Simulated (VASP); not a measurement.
Wanted: the native input for a VASP 6.6.1 run.

```yaml
Task: relaxation of cell and atoms
Functional: PBE
Potentials_or_basis: VASP PAW PBE potentials, release 64 (Rb_sv, Cl)
Cutoff: 600 eV
k_mesh: 10 × 10 × 10
Occupations: gaussian, width 0.1 eV
Spin: no spin polarisation
Dipole_correction: no
Further_INCAR_settings: ALGO = Normal; EDIFF = 1e-07; IBRION = 2; EDIFFG = -0.01; NSW = 100; ISIF = 3
```

The structure of RbCl2 lies in POSCAR:

```
RbCl2
1.0
    4.4464235541      0.0000000000      0.0000000000
    0.0000000000      4.4464235541      0.0000000000
    0.0000000000      0.0000000000      5.3738860929
Rb Cl
1 2
Direct
    0.0000000000      0.0000000000      0.0000000000
    0.5000000000      0.5000000000      0.2522339876
    0.5000000000      0.5000000000      0.7477660124
```

The cell was generated, and may not be a known phase.

One way to write it, as run:

INCAR

```
SYSTEM = RbCl2
ALGO = Normal
EDIFF = 1E-7
EDIFFG = -0.01
ENCUT = 600
GGA = PE
IBRION = 2
ISIF = 3
ISMEAR = 0
LASPH = .TRUE.
LCHARG = .FALSE.
LREAL = .FALSE.
LWAVE = .FALSE.
NELM = 100
NSW = 100
PREC = Accurate
SIGMA = 0.1
```

KPOINTS

```
k-points
0
G
  10 10 10
  0 0 0
```

Potentials or basis: VASP PAW PBE potentials, release 64 (Rb_sv, Cl).

Launch:

```bash
$ cat potpaw_PBE.64/Rb_sv/POTCAR potpaw_PBE.64/Cl/POTCAR > POTCAR
$ mpirun -np 1 vasp_std > vasp.out
```

It gave:

```
Relaxed volume                        : 35.26 Å³/atom
Relaxed cell                          : a = 4.447 Å, b = 4.447 Å, c = 5.349 Å, α = 90.00°, β = 90.00°, γ = 90.00°
Space group after relaxing (to 0.1 Å) : P4/mmm (No. 123)
Energy gained by relaxing             : 0.2 meV/atom
Ionic steps                           : 3
Pressure after relaxing               : 0.0 GPa
Band gap on the k mesh                : zero (an odd number of electrons rules out a gap without spin polarisation)
```

Caveat: an odd number of electrons without spin polarisation forces a metal; a magnetic or distorted state may lie lower.

It took 9.8 min on 1 thread of Intel Xeon 8259CL, on a shared host, peak memory 0.42 GiB.
